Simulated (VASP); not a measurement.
# SnSe2 (P-3m1) in VASP: further runs

The runs below take SnSe2 through single point, relaxation of cell and atoms, with PBE+D3(BJ).

Everything below comes from runs of VASP 6.6.1. Logs are shortened: lines on timing, memory, paths and dates and some standing lists are left out, and cuts for length are marked.

### 1 The cell of the first run

It takes space group P-3m1 (No. 164, trigonal). Conventional cell: a = 3.839 Å, b = 3.839 Å, c = 6.012 Å, α = 90.00°, β = 90.00°, γ = 120.00°. Within 3.6 Å of Sn (site symmetry -3m) lie 6 Se at 2.73 Å. Within 3.6 Å of Se (site symmetry 3m) lie 3 Sn at 2.73 Å and 3 Se at 3.59 Å.

### 2 Single point, PBE+D3(BJ)

INCAR

```
  ALGO = Normal
  EDIFF = 1E-6
  ENCUT = 520
  GGA = PE
  ISIF = 2
  ISMEAR = 0
  IVDW = 12
  LASPH = True
  LCHARG = True
  LELF = True
  LREAL = False
  LUSENCCL = False
  LVHAR = True
  LWAVE = False
  NBANDS = 64
  NELM = 60
  PREC = Accurate
  SIGMA = 0.03
```

KPOINTS

```
k-points
0
Gamma
  4 4 4
```

POSCAR

```
SnSe2
1.0
   -1.9195242982      3.3247136108     -6.0116310577
   -1.9195242982      3.3247136108      6.0116310577
    7.6780971927      0.0000000000      0.0000000000
Sn Se
4 8
Direct
    0.0000000000      0.0000000000      0.0000000000
    0.5000000000      0.5000000000      0.0000000000
    0.0000000000      0.0000000000      0.5000000000
    0.5000000000      0.5000000000      0.5000000000
    0.2007568342      0.4659098325      0.1666666667
    0.7007568342      0.9659098325      0.1666666667
    0.2007568342      0.4659098325      0.6666666667
    0.7007568342      0.9659098325      0.6666666667
    0.7992431658      0.5340901675      0.3333333333
    0.2992431658      0.0340901675      0.3333333333
    0.7992431658      0.5340901675      0.8333333333
    0.2992431658      0.0340901675      0.8333333333
```

Potentials or basis: VASP PAW PBE potentials, release 64 (Sn_d, Se).

Run with:

```
$ cat potpaw_PBE.64/Sn_d/POTCAR potpaw_PBE.64/Se/POTCAR > POTCAR
$ mpirun -np 1 vasp_std > vasp.out
```

OUTCAR:

```text
EDIFF = 1E-6
   ENCUT = 520
   GGA = PE
   ISIF = 2
   ISMEAR = 0
   IVDW = 12
   LASPH = True
   LREAL = False
   NELM = 60
   PREC = Accurate
 IVDW          = 12

 ion  position               nearest neighbor table
   1  0.000  0.000  0.000-   8 2.73  10 2.73   5 2.73  11 2.73   6 2.73  12 2.73
   2  0.500  0.500  0.000-   7 2.73   9 2.73   6 2.73  12 2.73  11 2.73   5 2.73
   3  0.000  0.000  0.500-   6 2.73  12 2.73   9 2.73   7 2.73  10 2.73   8 2.73
   4  0.500  0.500  0.500-   5 2.73  11 2.73  10 2.73   8 2.73   7 2.73   9 2.73
   5  0.201  0.466  0.167-   4 2.73   1 2.73   2 2.73
   6  0.701  0.966  0.167-   3 2.73   2 2.73   1 2.73
   7  0.201  0.466  0.667-   2 2.73   3 2.73   4 2.73
   8  0.701  0.966  0.667-   1 2.73   4 2.73   3 2.73
   9  0.799  0.534  0.333-   2 2.73   3 2.73   4 2.73
  10  0.299  0.034  0.333-   1 2.73   4 2.73   3 2.73
  11  0.799  0.534  0.833-   4 2.73   1 2.73   2 2.73
  12  0.299  0.034  0.833-   3 2.73   2 2.73   1 2.73

  LATTYP: Found a face centered orthorhombic cell.
 ALAT       =     7.6780971927
 B/A-ratio  =     1.5659168950
 C/A-ratio  =     1.7320508076

  Lattice vectors:

 A1 = (   5.7585728945,   3.3247136108,   6.0116310577)
 A2 = (   3.8390485963,   6.6494272216,   0.0000000000)
 A3 = (  -1.9195242982,   3.3247136108,   6.0116310577)

Analysis of symmetry for initial positions (statically):
=====================================================================
 Subroutine PRICEL returns following result:

  LATTYP: Found a hexagonal cell.
 ALAT       =     3.8390485964
 C/A-ratio  =     1.5659168950

  Lattice vectors:

 A1 = (  -3.8390485964,   0.0000000000,   0.0000000000)
 A2 = (   1.9195242982,  -3.3247136108,   0.0000000000)
 A3 = (   0.0000000000,   0.0000000000,   6.0116310577)

   4 primitive cells build up your supercell.

 Routine SETGRP: Setting up the symmetry group for a
 face centered orthorhombic supercell.

 Subroutine GETGRP returns: Found  4 space group operations
 (whereof  4 operations were pure point group operations)
 out of a pool of  8 trial point group operations.

The static configuration has the point symmetry C_2h.

Analysis of symmetry for dynamics (positions and initial velocities):
=====================================================================
 Subroutine PRICEL returns following result:

  LATTYP: Found a hexagonal cell.
 ALAT       =     3.8390485964
 C/A-ratio  =     1.5659168950

  Lattice vectors:

 A1 = (  -3.8390485964,   0.0000000000,   0.0000000000)
 A2 = (   1.9195242982,  -3.3247136108,   0.0000000000)
 A3 = (   0.0000000000,   0.0000000000,   6.0116310577)

   4 primitive cells build up your supercell.

 Routine SETGRP: Setting up the symmetry group for a
 face centered orthorhombic supercell.

 Subroutine GETGRP returns: Found  4 space group operations
 (whereof  4 operations were pure point group operations)
 out of a pool of  8 trial point group operations.

The dynamic configuration has the point symmetry C_2h.

 Subroutine INISYM returns: Found  4 space group operations
 (whereof  4 operations are pure point group operations),
 and found     4 'primitive' translations

----------------------------------------------------------------------------------------

                                     Primitive cell

  volume of cell :      76.7309

  direct lattice vectors                    reciprocal lattice vectors
    -3.839048596  0.000000000  0.000000000    -0.260481204 -0.150388893  0.000000000
     1.919524298 -3.324713611  0.000000000     0.000000000 -0.300777786  0.000000000
     0.000000000  0.000000000  6.011631058     0.000000000  0.000000000  0.166344207

  length of vectors
     3.839048596  3.839048596  6.011631058     0.300777786  0.300777786  0.166344207

  position of ions in fractional coordinates (direct lattice)
     0.000000000  0.000000000  0.000000000
     0.666666667  0.333333333  0.265152998
     0.333333333  0.666666667  0.734847002

  ion indices of the primitive-cell ions
   primitive index   ion index
                 1           1
                 2           6
                 3          12

----------------------------------------------------------------------------------------

 KPOINTS: k-points

Automatic generation of k-mesh.
 Grid dimensions read from file:
 generate k-points for:    4    4    4

 Generating k-lattice:

  Cartesian coordinates                     Fractional coordinates (reciprocal lattice)
     0.000000000  0.037597223 -0.020793026     0.250000000  0.000000000  0.000000000
    -0.000000000  0.037597223  0.020793026     0.000000000  0.250000000  0.000000000
     0.032560150  0.018798612  0.000000000     0.000000000  0.000000000  0.250000000

  Length of vectors
     0.042963951  0.042963951  0.037597223

  Shift w.r.t. Gamma in fractional coordinates (k-lattice)
     0.000000000  0.000000000  0.000000000

 Subroutine IBZKPT returns following result:
 ===========================================

 Found     24 irreducible k-points:

 Following reciprocal coordinates:
            Coordinates               Weight
  0.000000  0.000000  0.000000      1.000000
  0.250000  0.000000  0.000000      4.000000
  0.000000 -0.250000  0.000000      4.000000
  0.500000  0.000000  0.000000      2.000000
  0.000000  0.500000  0.000000      2.000000
  0.250000  0.250000  0.000000      4.000000
[... 16 lines left out ...]
 -0.250000  0.250000  0.500000      2.000000
  0.500000  0.500000  0.500000      1.000000
   k-points           NKPTS =     24   k-points in BZ     NKDIM =     24   number of bands    NBANDS=     64
   number of dos      NEDOS =    301   number of ions     NIONS =     12
   total plane-waves  NPLWV = 174960
   dimension x,y,z NGX =    54 NGY =   54 NGZ =   60
   dimension x,y,z NGXF=   108 NGYF=  108 NGZF=  120
   ions per type =               4   8
   NGX,Y,Z   is equivalent  to a cutoff of  12.59, 12.59, 12.99 a.u.
   NGXF,Y,Z  is equivalent  to a cutoff of  25.17, 25.17, 25.98 a.u.
 SYSTEM =  unknown system
   PREC   = accura    normal or accurate (medium, high low for compatibility)
   ISTART =      0    job   : 0-new  1-cont  2-samecut
   ICHARG =      2    charge: 1-file 2-atom 10-const
   ISPIN  =      1    spin polarized calculation?
   LNONCOLLINEAR =      F non collinear calculations
   LSORBIT =      F    spin-orbit coupling
   LASPH  =      T    aspherical Exc in radial PAW
   ENCUT  =  520.0 eV  38.22 Ry    6.18 a.u.  13.26 13.26 14.28*2*pi/ulx,y,z
   NELM   =     60;   NELMIN=  2; NELMDL= -5     # of ELM steps
   EDIFF  = 0.1E-05   stopping-criterion for ELM
   LREAL  =      F    real-space projection
   EDIFFG = 0.1E-04   stopping-criterion for IOM
   NSW    =      0    number of steps for IOM
   IBRION =     -1    ionic relax: 0-MD 1-quasi-New 2-CG
   NFREE  =      0    steps in history (QN), initial steepest desc. (CG)
   ISIF   =      2    stress and relaxation
   ISYM   =      2    0-nonsym 1-usesym 2-fastsym
   POTIM  = 0.5000    time-step for ionic-motion
   TEBEG  =    0.0;   TEEND  =   0.0 temperature during run
   PSTRESS=    0.0 pullay stress
   NELECT =     104.0000    total number of electrons
   NUPDOWN=      -1.0000    fix difference up-down
   EMIN   =  10.00;   EMAX   =-10.00  energy-range for DOS
   EFERMI =   0.00;   METHOD = LEGACY
   ISMEAR =     0;   SIGMA  =   0.03  broadening in eV -4-tet -1-fermi 0-gaus
   EFERMI_NEDOS =   21; number of points for ismear=-14 and -15
   IALGO  =     38    algorithm
   IMIX   =      4    mixing-type and parameters
     AMIX     =   0.40;   BMIX     =  1.00
     AMIX_MAG =   1.60;   BMIX_MAG =  1.00
  volume/ion in A,a.u.               =      25.58       172.60
  Fermi-wavevector in a.u.,A,eV,Ry     =   1.141325  2.156791 17.723250  1.302622
  Thomas-Fermi vector in A             =   2.278025
   LORBIT       =      0    0 simple, 1 ext, 2 COOP (PROOUT), +10 PAW based schemes
   GGA     = PE    functional components
   LHFCALC =     F    Hartree Fock is set to
   AEXX    =    0.0000 exact exchange contribution
   IVDW    =    12    specifies the selected vdW correction
   LEPSILON=     F    determine dielectric tensor
   LRPA    =     F    only Hartree local field effects (RPA)
 non-spin polarized calculation
 Gauss-broadening in eV      SIGMA  =   0.03
  energy-cutoff  :      520.00
  volume of cell :      306.92
 maximum number of plane-waves:      8310
 NGX is ok and might be reduce to    54

 number of electron     104.0000011 magnetization

 Free energy of the ion-electron system (eV)
  ---------------------------------------------------
  ext. energy  EPLUGINS =         0.00000000
  ---------------------------------------------------
  free energy    TOTEN  =       -47.21873654 eV

  energy without entropy =      -47.21873654  energy(sigma->0) =      -47.21873654

 E-fermi :   4.5361     XC(G=0):  -9.5626

 val. band max:        4.3976438230   @ k =   0.0000   0.0000   0.2500
 cond. band min:       4.8865310602   @ k =   0.0000  -0.2500   0.0000
 fundamental gap:      0.4888872372
 Fermi energy:         4.5361471999

 k-point     1 :       0.0000    0.0000    0.0000
  band No.  band energies     occupation
      1     -17.0230      2.00000
      2     -17.0230      2.00000
      3     -17.0227      2.00000
      4     -16.9753      2.00000
      5     -16.9752      2.00000
      6     -16.9547      2.00000
[... 56 lines left out ...]
     63       8.9470      0.00000
     64       8.9470      0.00000

 k-point     2 :       0.2500    0.0000    0.0000
  band No.  band energies     occupation
      1     -17.0153      2.00000
      2     -17.0148      2.00000
      3     -17.0146      2.00000
      4     -16.9811      2.00000
      5     -16.9700      2.00000
      6     -16.9611      2.00000
[... 1530 lines left out ...]
     63      10.0674      0.00000
     64      10.1210      0.00000

------------------------ aborting loop because EDIFF is reached ----------------------------------------

 Edisp (eV)   -4.36705

 E8    (eV) :    -1.9115

  FORCE on cell =-STRESS in cart. coord.  units (eV):
  Direction    XX          YY          ZZ          XY          YZ          ZX
  --------------------------------------------------------------------------------------
  -------------------------------------------------------------------------------------
  Total       0.15019     0.14383     0.11410     0.00550     0.00041     0.00071
  in kB       0.78399     0.75083     0.59562     0.02872     0.00213     0.00369
  external pressure =        0.71 kB  Pullay stress =        0.00 kB

 VOLUME and BASIS-vectors are now :
 -----------------------------------------------------------------------------
  energy-cutoff  :      520.00
  volume of cell :      306.92
      direct lattice vectors                 reciprocal lattice vectors
    -1.919524298  3.324713611 -6.011631058     0.000000000  0.150388893 -0.083172103
    -1.919524298  3.324713611  6.011631058    -0.000000000  0.150388893  0.083172103
     7.678097193  0.000000000  0.000000000     0.130240602  0.075194447  0.000000000

 POSITION                                       TOTAL-FORCE (eV/Angst)
 -----------------------------------------------------------------------------------
      0.00000      0.00000      0.00000         0.000000      0.000000     -0.000000
     -1.91952      3.32471      0.00000         0.000000      0.000000     -0.000000
      3.83905      0.00000      0.00000         0.000000      0.000000     -0.000000
      1.91952      3.32471      0.00000         0.000000      0.000000     -0.000000
      0.00000      2.21648      1.59400        -0.000534     -0.000308      0.010810
     -1.91952      5.54119      1.59400        -0.000534     -0.000308      0.010810
      3.83905      2.21648      1.59400        -0.000534     -0.000308      0.010810
      1.91952      5.54119      1.59400        -0.000534     -0.000308      0.010810
     -0.00000      4.43295     -1.59400         0.000534      0.000308     -0.010810
      1.91952      1.10824     -1.59400         0.000534      0.000308     -0.010810
      3.83905      4.43295     -1.59400         0.000534      0.000308     -0.010810
      5.75857      1.10824     -1.59400         0.000534      0.000308     -0.010810
 -----------------------------------------------------------------------------------
    total drift:                                0.000000      0.000000      0.000000

  FREE ENERGIE OF THE ION-ELECTRON SYSTEM (eV)
  ---------------------------------------------------
  free  energy   TOTEN  =       -51.5857893741 eV

  energy  without entropy=      -51.5857893741  energy(sigma->0) =      -51.58578937
```

Wall time 3 min (1 × NVIDIA H100 80GB with 1 thread of AMD EPYC 7R13 (Zen 3), shared host); peak memory 1.7 GiB.

What came out:

```yaml
Free_energy: -51.5858 eV
Pressure: 0.1 GPa
Largest_force: 0.011 eV/Å
Band_gap_on_the_k_mesh: 0.49 eV
Dispersion_energy_per_atom: -0.364 eV
```

Forces on the atoms (eV/Å):
```
Sn   0.000  0.000  0.000
Sn   0.000  0.000  0.000
Sn   0.000  0.000  0.000
Sn   0.000  0.000  0.000
Se  -0.001  0.000  0.011
Se  -0.001  0.000  0.011
Se  -0.001  0.000  0.011
Se  -0.001  0.000  0.011
Se   0.001  0.000 -0.011
Se   0.001  0.000 -0.011
Se   0.001  0.000 -0.011
Se   0.001  0.000 -0.011
```

Caveat: spin-orbit coupling is left out, which moves the levels of the heavy elements. A k mesh can miss the band edges.

### 3 Single point, PBE+D3(BJ)

This run uses another cell than the first one: it holds 3 atoms, not 12.

INCAR

```
SYSTEM = SnSe2
  PREC = Accurate
  ENCUT = 520
  EDIFF = 1E-7
  ISMEAR = 0
  SIGMA = 0.02
  LREAL = .False.
  LASPH = .True.
  NELM = 80
  ALGO = Normal
  ISIF = 2
  LWAVE = .False.
  LCHARG = .False.
  GGA = PE
  IVDW = 12
  NBANDS = 20
```

KPOINTS

```
regular mesh
0
Gamma
  12 12 6
  0 0 0
```

POSCAR

```
SnSe2
1.0
    3.8390485975      0.0000000000      0.0000000000
   -1.9195242987      3.3247136118      0.0000000000
    0.0000000000      0.0000000000      6.0116310679
Sn Se
1 2
Direct
    0.0000000000      0.0000000000      0.0000000000
    0.3333333333      0.6666666667      0.2651529978
    0.6666666667      0.3333333333      0.7348470022
```

Potentials or basis: VASP PAW PBE potentials, release 64 (Sn_d, Se).

Run with:

```
$ cat potpaw_PBE.64/Sn_d/POTCAR potpaw_PBE.64/Se/POTCAR > POTCAR
$ mpirun -np 1 vasp_std > vasp.out
```

It took 2.3 min on 1 thread of Intel Xeon 6975P-C, shared host; peak memory 0.31 GiB.

It converged, with:

* Free energy: -12.8984 eV
* Pressure: 0.1 GPa
* Largest force: 0.013 eV/Å
* Band gap on the k mesh: 0.35 eV, indirect (least direct gap 0.82 eV)
* Dispersion energy per atom: -0.364 eV

Forces on the atoms (eV/Å):
```
Sn   0.000  0.000  0.000
Se   0.000  0.000  0.013
Se   0.000  0.000 -0.013
```

Levels at points of the mesh, in eV from the valence-band top:
| k point | band 9 | band 10 | band 11 | band 12 | band 13 | band 14 | band 15 | band 16 | band 17 | band 18 |
| --- | --- | --- | --- | --- | --- | --- | --- | --- | --- | --- |
| (0.00, 0.00, 0.00) | -0.74 | -0.74 | -0.57 | -0.57 | -0.14 | 0.68 | 2.90 | 4.46 | 4.46 | 8.05 |
| (0.50, 0.00, 0.00) | -4.38 | -3.26 | -2.69 | -1.70 | -0.40 | 1.09 | 3.48 | 4.87 | 4.99 | 6.80 |
| (0.00, 0.00, 0.50) | -2.47 | -0.91 | -0.91 | -0.31 | -0.31 | 2.37 | 2.75 | 4.08 | 4.08 | 7.35 |
| (0.50, 0.00, 0.50) | -5.04 | -2.40 | -2.08 | -1.12 | -1.01 | 0.59 | 3.88 | 4.50 | 5.71 | 5.94 |

Caveat: spin-orbit coupling is left out, which moves the levels of the heavy elements. A k mesh can miss the band edges.

### 4 Relaxation of cell and atoms, PBE+D3(BJ)

This run uses another cell than the first one: it holds 3 atoms, not 12.

INCAR

```
SYSTEM = SnSe2
PREC = Accurate ; ENCUT = 600
EDIFF = 1E-6 ; ISMEAR = 0
SIGMA = 0.02 ; LREAL = .False.
LASPH = .True. ; NELM = 100
ALGO = Normal ; ISIF = 3
LWAVE = .False. ; LCHARG = .False.
GGA = PE ; IVDW = 12
IBRION = 2 ; NSW = 100
EDIFFG = -0.005
```

KPOINTS is that of step 3.

POSCAR is that of step 3.

Run with:

```
$ cat potpaw_PBE.64/Sn_d/POTCAR potpaw_PBE.64/Se/POTCAR > POTCAR
$ mpirun -np 1 vasp_std > vasp.out
```

Run time: 3.3 min. Hardware: 1 thread of Intel Xeon 6975P-C, shared host; peak memory 0.35 GiB.

It converged, with:

- Free energy: -12.8984 eV
- Relaxed volume: 25.60 Å³/atom
- Relaxed cell: a = 3.840 Å, b = 3.840 Å, c = 6.014 Å, α = 90.00°, β = 90.00°, γ = 120.00°
- Space group after relaxing (to 0.05 Å): P-3m1 (No. 164)
- Energy gained by relaxing: 0.0 meV/atom
- Ionic steps: 3
- Pressure after relaxing: 0.0 GPa
- Band gap on the k mesh: 0.34 eV, indirect (least direct gap 0.82 eV)
- Dispersion energy per atom: -0.364 eV

Final structure:
```
Sn Se
1.0
     3.84046    0.00000    0.00000
    -1.92023    3.32594    0.00000
     0.00000    0.00000    6.01361
Sn Se
1 2
Direct
  0.00000 0.00000 0.00000
  0.33333 0.66667 0.26521
  0.66667 0.33333 0.73479
```

Levels at points of the mesh, in eV from the valence-band top:
```csv
k point,band 11,band 12,band 13,band 14,band 15,band 16
"(0.00, 0.00, 0.00)",-0.57,-0.57,-0.14,0.68,2.90,4.46
"(0.50, 0.00, 0.00)",-2.68,-1.70,-0.40,1.09,3.48,4.87
"(0.00, 0.00, 0.50)",-0.91,-0.31,-0.31,2.37,2.75,4.08
"(0.50, 0.00, 0.50)",-2.07,-1.12,-1.01,0.58,3.87,4.50
```

Caveat: spin-orbit coupling is left out, which moves the levels of the heavy elements.

### 5 The runs side by side

| task | cell | k mesh | cutoff (eV) | smearing | gap on the mesh (eV) | pressure (GPa) | largest force (eV/Å) |
| --- | --- | --- | --- | --- | --- | --- | --- |
| single point | a = 7.133, b = 7.133, c = 7.678 Å, angles 105.6, 105.6, 114.9°, 12 atoms | 4 × 4 × 4 | 520 | gaussian 0.03 eV | 0.49 | 0.1 | 0.01 |
| single point | a = 3.839, b = 3.839, c = 6.012 Å, angles 90.0, 90.0, 120.0°, 3 atoms | 12 × 12 × 6 | 520 | gaussian 0.02 eV | 0.35 | 0.1 | 0.01 |
| relaxation of cell and atoms | relaxed from a = 3.839, b = 3.839, c = 6.012 Å, angles 90.0, 90.0, 120.0°, 3 atoms | 12 × 12 × 6 | 600 | gaussian 0.02 eV | 0.34 | 0.0 | - |

Alike in all rows: level PBE+D3(BJ); potentials or basis VASP PAW PBE potentials, release 64 (Sn_d, Se); no spin polarisation.

Caveats: spin-orbit coupling is left out, which moves the levels of the heavy elements.

Absolute energies hang on the potentials; compare differences alone.
